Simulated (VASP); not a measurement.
# MgC2 (P-3m1) in VASP: a series of runs

MgC2 is run at these levels: PBE; tasks: single point, relaxation of cell and atoms.

Program: VASP 6.6.1. These are calculated values, not measurements. Logs are shortened: lines on timing, memory, paths and dates and some standing lists are left out, and cuts for length are marked.

## Step 1: The cell of the first run

It takes space group P-3m1 (No. 164, trigonal). The conventional cell has a = 2.638 Å, b = 2.638 Å, c = 4.245 Å, α = 90.00°, β = 90.00°, γ = 120.00°. Mg (site symmetry -3m) has 12 C at 2.43 to 2.80 Å and 6 Mg at 2.64 Å within 3.2 Å. Within 2.1 Å of C (site symmetry 3m) lie 3 C at 1.59 Å.

## Step 2: Single point, PBE

The input, INCAR:

```
PREC = Accurate
ENCUT = 520
EDIFF = 1E-6
ISMEAR = 1
SIGMA = 0.02
LREAL = F
LASPH = T
NELM = 100
ALGO = Normal
ISIF = 2
LWAVE = F
LCHARG = F
GGA = PE
NBANDS = 12
```

The input, KPOINTS:

```
Automatic mesh
0
Gamma
  8 8 5
```

The input, POSCAR:

```
MgC2
1.0
    2.6378079986      0.0000000000      0.0000000000
   -1.3189039993      2.2844087371      0.0000000000
    0.0000000000      0.0000000000      4.2446585922
Mg C
1 2
Direct
    0.0000000000      0.0000000000      0.0000000000
    0.3333333333      0.6666666667      0.4459491360
    0.6666666667      0.3333333333      0.5540508640
```

Potentials or basis: VASP PAW PBE potentials, release 64 (Mg, C).

Started as:

```console
cat potpaw_PBE.64/Mg/POTCAR potpaw_PBE.64/C/POTCAR > POTCAR
mpirun -np 1 vasp_std > vasp.out
```

OUTCAR:

```text
PREC = Accurate
   ENCUT = 520
   EDIFF = 1E-6
   ISMEAR = 1
   LREAL = F
   LASPH = T
   NELM = 100
   ISIF = 2
   GGA = PE

 ion  position               nearest neighbor table
   1  0.000  0.000  0.000-   2 2.43   3 2.43   3 2.43   2 2.43   3 2.43   2 2.43   3 2.80   2 2.80
                             3 2.80   2 2.80   3 2.80   2 2.80
   2  0.333  0.667  0.446-   3 1.59   3 1.59   3 1.59   1 2.43   1 2.43   1 2.43   1 2.80   1 2.80
                             1 2.80
   3  0.667  0.333  0.554-   2 1.59   2 1.59   2 1.59   1 2.43   1 2.43   1 2.43   1 2.80   1 2.80
                             1 2.80

  LATTYP: Found a hexagonal cell.
 ALAT       =     2.6378079986
 C/A-ratio  =     1.6091613167

  Lattice vectors:

 A1 = (   2.6378079986,   0.0000000000,   0.0000000000)
 A2 = (  -1.3189039993,   2.2844087371,   0.0000000000)
 A3 = (   0.0000000000,   0.0000000000,   4.2446585922)

Analysis of symmetry for initial positions (statically):
=====================================================================
 Subroutine PRICEL returns:
 Original cell was already a primitive cell.

 Routine SETGRP: Setting up the symmetry group for a
 hexagonal supercell.

 Subroutine GETGRP returns: Found 12 space group operations
 (whereof 12 operations were pure point group operations)
 out of a pool of 24 trial point group operations.

The static configuration has the point symmetry D_3d.

Analysis of symmetry for dynamics (positions and initial velocities):
=====================================================================
 Subroutine PRICEL returns:
 Original cell was already a primitive cell.

 Routine SETGRP: Setting up the symmetry group for a
 hexagonal supercell.

 Subroutine GETGRP returns: Found 12 space group operations
 (whereof 12 operations were pure point group operations)
 out of a pool of 24 trial point group operations.

The dynamic configuration has the point symmetry D_3d.

 Subroutine INISYM returns: Found 12 space group operations
 (whereof 12 operations are pure point group operations),
 and found     1 'primitive' translations

----------------------------------------------------------------------------------------

                                     Primitive cell

  volume of cell :      25.5776

  direct lattice vectors                    reciprocal lattice vectors
     2.637807999  0.000000000  0.000000000     0.379102649  0.218875016  0.000000000
    -1.318903999  2.284408737  0.000000000     0.000000000  0.437750033  0.000000000
     0.000000000  0.000000000  4.244658592     0.000000000  0.000000000  0.235590208

  length of vectors
     2.637807999  2.637807999  4.244658592     0.437750033  0.437750033  0.235590208

  position of ions in fractional coordinates (direct lattice)
     0.000000000  0.000000000  0.000000000
     0.333333333  0.666666667  0.445949136
     0.666666667  0.333333333  0.554050864

  ion indices of the primitive-cell ions
   primitive index   ion index
                 1           1
                 2           2
                 3           3

----------------------------------------------------------------------------------------

 KPOINTS: Automatic mesh

Automatic generation of k-mesh.
 Grid dimensions read from file:
 generate k-points for:    8    8    5

 Generating k-lattice:

  Cartesian coordinates                     Fractional coordinates (reciprocal lattice)
     0.047387831  0.027359377  0.000000000     0.125000000  0.000000000  0.000000000
     0.000000000  0.054718754  0.000000000     0.000000000  0.125000000  0.000000000
     0.000000000  0.000000000  0.047118042     0.000000000  0.000000000  0.200000000

  Length of vectors
     0.054718754  0.054718754  0.047118042

  Shift w.r.t. Gamma in fractional coordinates (k-lattice)
     0.000000000  0.000000000  0.000000000

 Subroutine IBZKPT returns following result:
 ===========================================

 Found     40 irreducible k-points:

 Following reciprocal coordinates:
            Coordinates               Weight
[... 43 lines left out ...]

  energy without entropy =      -18.12047845  energy(sigma->0) =      -18.12047845

 E-fermi :   8.0867     XC(G=0): -11.6032

 val. band max:        7.9868769120   @ k =   0.2500  -0.0000   0.4000
 cond. band min:       9.2676498110   @ k =   0.3750  -0.0000   0.2000
 fundamental gap:      1.2807728990
 Fermi energy:         8.0867086152

 k-point     1 :       0.0000    0.0000    0.0000
  band No.  band energies     occupation
      1     -11.1246      2.00000
      2      -0.7611      2.00000
      3       2.5667      2.00000
      4       5.2116      2.00000
      5       5.2116      2.00000
      6      13.4814      0.00000
      7      13.4814      0.00000
      8      14.5667      0.00000
      9      14.8142      0.00000
     10      20.3655      0.00000
     11      22.9719      0.00000
     12      24.8573      0.00000

 k-point     2 :       0.1250   -0.0000    0.0000
  band No.  band energies     occupation
      1     -10.7760      2.00000
      2      -0.4098      2.00000
      3       2.9625      2.00000
      4       3.6763      2.00000
      5       4.5908      2.00000
      6      12.9816      0.00000
      7      14.1774      0.00000
      8      14.4969      0.00000
      9      15.8457      0.00000
     10      19.7903      0.00000
     11      22.2218      0.00000
     12      23.5415      0.00000

 k-point     3 :       0.2500   -0.0000    0.0000
  band No.  band energies     occupation
      1      -9.7415      2.00000
      2       0.5970      2.00000
      3       0.6188      2.00000
      4       3.4542      2.00000
      5       4.0796      2.00000
      6      11.4336      0.00000
      7      13.0695      0.00000
      8      16.3571      0.00000
      9      16.4546      0.00000
     10      17.9093      0.00000
     11      21.4737      0.00000
     12      23.1988      0.00000
[... 286 lines left out ...]
 k-point    23 :      -0.1250    0.5000    0.2000
  band No.  band energies     occupation
      1      -6.7960      2.00000
      2      -3.7874      2.00000
      3       1.1365      2.00000
      4       2.6910      2.00000
      5       5.7644      2.00000
      6      10.0436      0.00000
      7      12.5441      0.00000
      8      13.5449      0.00000
      9      15.0163      0.00000
     10      18.9998      0.00000
     11      20.5152      0.00000
     12      22.3931      0.00000

 k-point    24 :       0.2500    0.2500    0.2000
  band No.  band energies     occupation
      1      -7.0639      2.00000
      2      -2.5853      2.00000
      3      -0.2846      2.00000
      4       2.4809      2.00000
      5       6.2507      2.00000
      6      10.0359      0.00000
      7      12.9963      0.00000
      8      13.8842      0.00000
      9      16.4163      0.00000
     10      17.3325      0.00000
     11      19.7641      0.00000
     12      21.6829      0.00000

 [... further k-points ...]

------------------------ aborting loop because EDIFF is reached ----------------------------------------

  FORCE on cell =-STRESS in cart. coord.  units (eV):
  Direction    XX          YY          ZZ          XY          YZ          ZX
  --------------------------------------------------------------------------------------
  -------------------------------------------------------------------------------------
  Total        0.0500095      0.0500095     -0.0580473      0.0000000      0.0000000     -0.0000000
  in kB        3.1325915      3.1325915     -3.6360759      0.0000000      0.0000000     -0.0000000
  external PRESSURE =       0.8763690 kB  Pullay stress =       0.0000000 kB

 VOLUME and BASIS-vectors are now :
 -----------------------------------------------------------------------------
  energy-cutoff  :      520.00
  volume of cell :       25.58
      direct lattice vectors                 reciprocal lattice vectors
     2.637807999  0.000000000  0.000000000     0.379102649  0.218875016  0.000000000
    -1.318903999  2.284408737  0.000000000     0.000000000  0.437750033  0.000000000
     0.000000000  0.000000000  4.244658592     0.000000000  0.000000000  0.235590208

 POSITION                                       TOTAL-FORCE (eV/Angst)
 -----------------------------------------------------------------------------------
      0.00000      0.00000      0.00000         0.000000      0.000000     -0.000000
     -0.00000      1.52294      1.89290        -0.000000     -0.000000     -0.015505
      1.31890      0.76147      2.35176         0.000000      0.000000      0.015505
 -----------------------------------------------------------------------------------
    total drift:                                0.000000     -0.000000      0.000000

  FREE ENERGIE OF THE ION-ELECTRON SYSTEM (eV)
  ---------------------------------------------------
  free  energy   TOTEN  =       -18.1204784507 eV

  energy  without entropy=      -18.1204784507  energy(sigma->0) =      -18.12047845
```

It took 19 s on 1 thread of Intel Xeon 8259CL, shared host; peak memory 0.14 GiB.

What came out:

```yaml
Free_energy: -18.1205 eV
Pressure: 0.1 GPa
Largest_force: 0.016 eV/Å
Band_gap_on_the_k_mesh: 1.28 eV (least direct gap 2.31 eV)
```

Forces in eV/Å, atoms in the order of the input:
```
Mg   0.000  0.000  0.000
C    0.000  0.000 -0.016
C    0.000  0.000  0.016
```

Stress tensor (GPa, compression positive):
```
 0.31  0.00  0.00
 0.00  0.31  0.00
 0.00  0.00 -0.36
```

Caveat: an odd mesh through Γ misses points on the zone boundary, where band edges can lie.

## Step 3: Single point, PBE

The input, INCAR:

```
SYSTEM = MgC2
PREC = Accurate ; ENCUT = 520
EDIFF = 1E-6 ; ISMEAR = 1
SIGMA = 0.02 ; LREAL = .False.
LASPH = .True. ; NELM = 80
ALGO = Normal ; ISIF = 2
LWAVE = .False. ; LCHARG = .False.
GGA = PE ; NBANDS = 12
```

The input, KPOINTS:

```
Automatic mesh
0
Gamma
  10 10 5
  0 0 0
```

The input, POSCAR:

```
MgC2
1.0
    2.6379189387      0.0000000000      0.0000000000
   -1.3189594693      2.2845048140      0.0000000000
    0.0000000000      0.0000000000      4.2444930422
Mg C
1 2
Direct
    0.0000000000      0.0000000000      0.0000000000
    0.3333333333      0.6666666667      0.4459305748
    0.6666666667      0.3333333333      0.5540694252
```

Potentials or basis: VASP PAW PBE potentials, release 64 (Mg, C).

Started as:

```console
cat potpaw_PBE.64/Mg/POTCAR potpaw_PBE.64/C/POTCAR > POTCAR
mpirun -np 1 vasp_std > vasp.out
```

Wall time 29 s (1 thread of Intel Xeon 8259CL, shared host); peak memory 0.15 GiB.

The run converged. Its results:

```yaml
Free_energy: -18.1207 eV
Pressure: 0.1 GPa
Largest_force: 0.020 eV/Å
Band_gap_on_the_k_mesh: 1.23 eV (least direct gap 2.39 eV)
```

Forces in eV/Å, atoms in the order of the input:
```
Mg   0.000  0.000  0.000
C    0.000  0.000 -0.020
C    0.000  0.000  0.020
```

Stress tensor (GPa, compression positive):
```
 0.30  0.00  0.00
 0.00  0.30  0.00
 0.00  0.00 -0.39
```

Levels at points of the mesh, in eV from the valence-band top:
| k point | band 3 | band 4 | band 5 | band 6 | band 7 | band 8 |
| --- | --- | --- | --- | --- | --- | --- |
| (0.00, 0.00, 0.00) | -5.42 | -2.78 | -2.78 | 5.49 | 5.49 | 6.58 |
| (0.50, 0.00, 0.00) | -5.71 | -4.59 | -2.29 | 1.29 | 2.86 | 3.84 |

Caveat: an odd mesh through Γ misses points on the zone boundary, where band edges can lie.

## Step 4: Relaxation of cell and atoms, PBE

The input, INCAR:

```
SYSTEM = MgC2
ALGO = Normal ; EDIFF = 1E-7
EDIFFG = -0.03 ; ENCUT = 600
GGA = PE ; IBRION = 2
ISIF = 3 ; ISMEAR = 1
LASPH = .TRUE. ; LCHARG = .FALSE.
LREAL = .FALSE. ; LWAVE = .FALSE.
NELM = 60 ; NSW = 80
PREC = Accurate ; SIGMA = 0.02
```

The input, KPOINTS:

```
k-points
0
G
  10 10 5
  0 0 0
```

The input, POSCAR:

```
MgC2
1.0
    2.6378079986      0.0000000000      0.0000000000
   -1.3189039993      2.2844087371      0.0000000000
    0.0000000000      0.0000000000      4.2446585922
Mg C
1 2
Direct
    0.0000000000      0.0000000000      0.0000000000
    0.3333333333      0.6666666667      0.4459491360
    0.6666666667      0.3333333333      0.5540508640
```

Started as:

```console
cat potpaw_PBE.64/Mg/POTCAR potpaw_PBE.64/C/POTCAR > POTCAR
mpirun -np 1 vasp_std > vasp.out
```

Run time: 29 s. Hardware: 1 thread of Intel Xeon 8259CL, shared host; peak memory 0.16 GiB.

It converged, with:

* Free energy: -18.1234 eV
* Pressure after relaxing: -0.1 GPa
* Largest force after relaxing: 0.017 eV/Å
* Band gap on the k mesh: 1.23 eV (least direct gap 2.39 eV)

Forces on the atoms (eV/Å):
```
Mg   0.000  0.000  0.000
C    0.000  0.000 -0.017
C    0.000  0.000  0.017
```

Stress tensor (GPa, compression positive):
```
 0.09  0.00  0.00
 0.00  0.09  0.00
 0.00  0.00 -0.56
```

Final structure:
```yaml
crystal:
  lattice:
    - [2.63781, 0.00000, 0.00000]
    - [-1.31890, 2.28441, 0.00000]
    - [0.00000, 0.00000, 4.24466]
  atoms:
    - { symbol: Mg, position: [0.00000, 0.00000, 0.00000] }
    - { symbol: C, position: [0.33333, 0.66667, 0.44595] }
    - { symbol: C, position: [0.66667, 0.33333, 0.55405] }
```

Levels at points of the mesh, in eV from the valence-band top:
| k point | band 2 | band 3 | band 4 | band 5 | band 6 | band 7 | band 8 | band 9 |
| --- | --- | --- | --- | --- | --- | --- | --- | --- |
| (0.00, 0.00, 0.00) | -8.75 | -5.42 | -2.78 | -2.78 | 5.49 | 5.49 | 6.58 | 6.82 |
| (0.50, 0.00, 0.00) | -12.79 | -5.71 | -4.59 | -2.29 | 1.29 | 2.86 | 3.84 | 9.95 |

Caveat: the relaxation stopped at its first step, so nothing moved; an odd mesh through Γ misses points on the zone boundary, where band edges can lie.

## Step 5: Relaxation of cell and atoms, PBE

This run uses another cell than the first one, of 13.76 Å³/atom.

The input, INCAR:

```
SYSTEM = MgC2
  PREC = Accurate
  ENCUT = 600
  EDIFF = 1E-6
  ISMEAR = 1
  SIGMA = 0.02
  LREAL = .False.
  LASPH = .True.
  NELM = 80
  ALGO = Normal
  ISIF = 3
  LWAVE = .False.
  LCHARG = .False.
  GGA = PE
  IBRION = 2
  NSW = 80
  EDIFFG = -0.03
```

The input, KPOINTS:

```
regular mesh
0
Gamma
  8 8 5
  0 0 0
```

The input, POSCAR:

```
MgC2
1.0
    3.1000000000      0.0000000000      0.0000000000
   -1.5500000000      2.6846787517      0.0000000000
    0.0000000000      0.0000000000      4.9600000000
Mg C
1 2
Direct
    0.0000000000      0.0000000000      0.0000000000
    0.3333333333      0.6666666667      0.2500000000
    0.6666666667      0.3333333333      0.7500000000
```

Started as:

```console
cat potpaw_PBE.64/Mg/POTCAR potpaw_PBE.64/C/POTCAR > POTCAR
mpirun -np 1 vasp_std > vasp.out
```

Run time: 10 min. Hardware: 1 thread of Intel Xeon 8259CL, shared host; peak memory 0.21 GiB.

The run converged. Its results:

```
Free energy                           : -18.1402 eV
Relaxed volume                        : 8.47 Å³/atom
Relaxed cell                          : a = 2.641 Å, b = 2.641 Å, c = 4.207 Å, α = 90.00°, β = 90.00°, γ = 120.00°
Space group after relaxing (to 0.1 Å) : P-3m1 (No. 164)
Energy gained by relaxing             : 2636.8 meV/atom
Ionic steps                           : 35
Pressure after relaxing               : 0.1 GPa
Largest force after relaxing          : 0.009 eV/Å
Band gap on the k mesh                : 1.35 eV (least direct gap 2.43 eV)
```

Forces in eV/Å, atoms in the order of the input:
```
Mg   0.000  0.000  0.000
C    0.000  0.000 -0.009
C    0.000  0.000  0.009
```

Stress tensor (GPa, compression positive):
```
0.01 0.00 0.00
0.00 0.01 0.00
0.00 0.00 0.34
```

The path:
| step | energy change (eV) | largest force (eV/Å) | pressure (GPa) | volume (Å³) |
| --- | --- | --- | --- | --- |
| 1 | 0.0000 | 1.1267 | 2.24 | 41.28 |
| 2 | -0.1744 | 1.0185 | -3.19 | 42.42 |
| 3 | -0.5919 | 1.5790 | -14.79 | 45.73 |
| 4 | -1.5189 | 1.5587 | -26.76 | 51.72 |
| 5 | -1.2188 | 2.5360 | -23.59 | 49.21 |
| 6 | -1.4515 | 2.2452 | -25.94 | 50.67 |
| 7 | -1.4800 | 2.2255 | -26.11 | 50.71 |
| 8 | -1.5543 | 2.0056 | -26.51 | 50.84 |
| 9 | -1.6433 | 1.4746 | -27.03 | 51.08 |
| 10 | -1.6569 | 1.1841 | -27.15 | 51.19 |
| 11 | -1.7432 | 1.1797 | -27.33 | 50.73 |
| 12 | -2.0021 | 1.1640 | -27.83 | 49.35 |
| 13 | -2.5189 | 1.1126 | -28.81 | 46.66 |
| 14 | -3.5343 | 0.9368 | -30.18 | 41.59 |
| 15 | -5.3461 | 0.4222 | -28.11 | 32.58 |
| 16 | -5.3636 | 1.2206 | 80.60 | 18.64 |
| 17 | -6.2681 | 0.3324 | -14.63 | 26.62 |
| 18 | -6.4235 | 0.0697 | 8.57 | 23.06 |
| 19 | -6.4371 | 0.0623 | 0.69 | 23.97 |
| 20 | -6.9615 | 0.0678 | 11.72 | 22.76 |
| 21 | -7.0574 | 0.9838 | 61.27 | 20.11 |
| 22 | -7.2346 | 0.6923 | 33.33 | 21.31 |
| 23 | -7.6896 | 0.1931 | 15.18 | 22.88 |
| 24 | -7.8295 | 1.2508 | 2.54 | 24.38 |
| 25 | -7.8299 | 1.3197 | 1.90 | 24.48 |
| 26 | -7.8864 | 0.3595 | -0.91 | 24.95 |
| 27 | -7.8933 | 0.0446 | -2.05 | 25.18 |
| 28 | -7.9042 | 0.0240 | 0.17 | 25.07 |
| 29 | -7.9069 | 0.0032 | 2.03 | 24.99 |
| 30 | -7.9093 | 0.0694 | 0.86 | 25.20 |
| 31 | -7.9098 | 0.1313 | -0.13 | 25.38 |
| 32 | -7.9098 | 0.1220 | 0.01 | 25.35 |
| 33 | -7.9104 | 0.0109 | -0.36 | 25.44 |
| 34 | -7.9104 | 0.0099 | -0.36 | 25.44 |
| 35 | -7.9105 | 0.0091 | 0.12 | 25.41 |

Final structure:
```
Mg C
1.0
     2.64083    0.00000    0.00000
    -1.32041    2.28702    0.00000
     0.00000    0.00000    4.20686
Mg C
1 2
Direct
  0.00000 0.00000 0.00000
  0.33333 0.66667 0.44435
  0.66667 0.33333 0.55565
```

Levels at points of the mesh, in eV from the valence-band top:
```csv
k point,band 1,band 2,band 3,band 4,band 5,band 6,band 7,band 8,band 9
"(0.00, 0.00, 0.00)",-19.12,-8.75,-5.38,-2.77,-2.77,5.42,5.42,6.63,6.73
"(0.50, 0.00, 0.00)",-14.39,-12.80,-5.70,-4.63,-2.35,1.35,2.93,3.77,9.83
```

Caveat: the volume moved by over 15 % at a fixed basis, so the end points are rough; an odd mesh through Γ misses points on the zone boundary, where band edges can lie.

## Step 6: The runs side by side

```tsv
task	cell	k mesh	cutoff (eV)	gap on the mesh (eV)	pressure (GPa)	largest force (eV/Å)
single point	a = 2.638, b = 2.638, c = 4.245 Å, angles 90.0, 90.0, 120.0°, 3 atoms, atomic positions A	8 × 8 × 5	520	1.28	0.1	0.02
single point	a = 2.638, b = 2.638, c = 4.244 Å, angles 90.0, 90.0, 120.0°, 3 atoms, atomic positions A	10 × 10 × 5	520	1.23	0.1	0.02
relaxation of cell and atoms	relaxed from a = 2.638, b = 2.638, c = 4.245 Å, angles 90.0, 90.0, 120.0°, 3 atoms, atomic positions A	10 × 10 × 5	600	1.23	-0.1	0.02
relaxation of cell and atoms	relaxed from a = 3.100, b = 3.100, c = 4.960 Å, angles 90.0, 90.0, 120.0°, 3 atoms, atomic positions B	8 × 8 × 5	600	1.35	0.1	0.01
```

Alike in all rows: level PBE; potentials or basis VASP PAW PBE potentials, release 64 (Mg, C); no spin polarisation; smearing methfessel-paxton 0.02 eV.

Caveats: an odd mesh through Γ misses points on the zone boundary, where band edges can lie; the relaxation stopped at its first step, so nothing moved (at least some runs); the volume moved by over 15 % at a fixed basis, so the end points are rough (at least some runs).

Absolute energies hang on the potentials; compare differences alone.
